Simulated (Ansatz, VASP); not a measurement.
# One calculation of BN, two programs

```
B N
1.0
     2.55394    0.00958    0.00000
    -1.26868    2.20699    0.00000
     0.00000    0.00000    4.22685
B N
2 2
Direct
  0.66667 0.33333 0.99972
  0.33333 0.66667 0.49972
  0.66667 0.33333 0.62528
  0.33333 0.66667 0.12528
```

Change from the starting cell: strain +0.0075 x Voigt [0, 0, 0, 0, 0, 1], atoms carried along.

Alike in both runs: task single point; functional LDA; k mesh 12 × 12 × 6; occupations gaussian, width 0.05 eV; no spin polarisation.

```csv
,VASP,Ansatz
version,VASP 6.6.1,Ansatz 0.2.0
potentials or method,"VASP PAW LDA potentials, release 64 (B, N), cutoff 520 eV","scalar-relativistic, plane waves, PAW"
valence electrons in the cell,16,16
```

VASP gave:

| Quantity | Value |
| --- | --- |
| gap on the k mesh at the Fermi level (eV) | 4.94 |
| least direct gap on the mesh (eV) | 8.08 |
| pressure (GPa) | -12.9 |
| traceless stress, the component that is largest in VASP (GPa) | -3.03 |
| rms of the force components (eV/Å) | 0.018 |

**Question.** Estimate Ansatz's values.

**Answer.** gap on the k mesh at the Fermi level (eV): 4.97; least direct gap on the mesh (eV): 8.09; pressure (GPa): -13.7; traceless stress, the component that is largest in VASP (GPa): -3.02; rms of the force components (eV/Å): 0.018.

LDA's correlation is that of Perdew and Zunger in VASP and of Perdew and Wang (1992) in Ansatz. Atom by atom the forces differ by 0.001 eV/Å (rms over components).
